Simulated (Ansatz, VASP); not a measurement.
# In2GeO3: VASP beside Ansatz

```
CELL_PARAMETERS angstrom
3.21340 0.00000 0.00000
0.00000 3.21340 0.00000
0.00000 0.00000 8.05257
ATOMIC_POSITIONS crystal
In 0.00000 0.50000 0.67426
In 0.50000 0.00000 0.32574
Ge 0.00000 0.00000 0.00000
O 0.00000 0.50000 0.39140
O 0.50000 0.00000 0.60860
O 0.50000 0.50000 0.00000
```

Change from the starting cell: species swapped into the Ti2CuSb3 type (P-4m2, No. 115).

Alike in both runs: functional PBE; k mesh 6 × 6 × 2; occupations gaussian, width 0.1 eV; no spin polarisation.

Ansatz relaxed the structure, and its values are those at the end. VASP's run is a single point on that final structure, the one shown.

```csv
,VASP,Ansatz
version,VASP 6.6.1,Ansatz 0.2.0
potentials or method,"VASP PAW PBE potentials, release 64 (In_d, Ge_d, O), cutoff 520 eV","scalar-relativistic, plane waves, PAW"
valence electrons in the cell,58,58
```

|  | VASP | Ansatz | Ansatz less VASP |
| --- | --- | --- | --- |
| gap on the k mesh at the Fermi level (eV) | none | none | - |
| pressure (GPa) | 0.1 | 0.0 | -0.13 |
| rms of the force components (eV/Å) | 0.018 | 0.007 | -0.0105 |

A gap of «none» marks a metal or a gap that the smearing closes.

The k mesh is coarse, so the values compare programs but aren't converged.
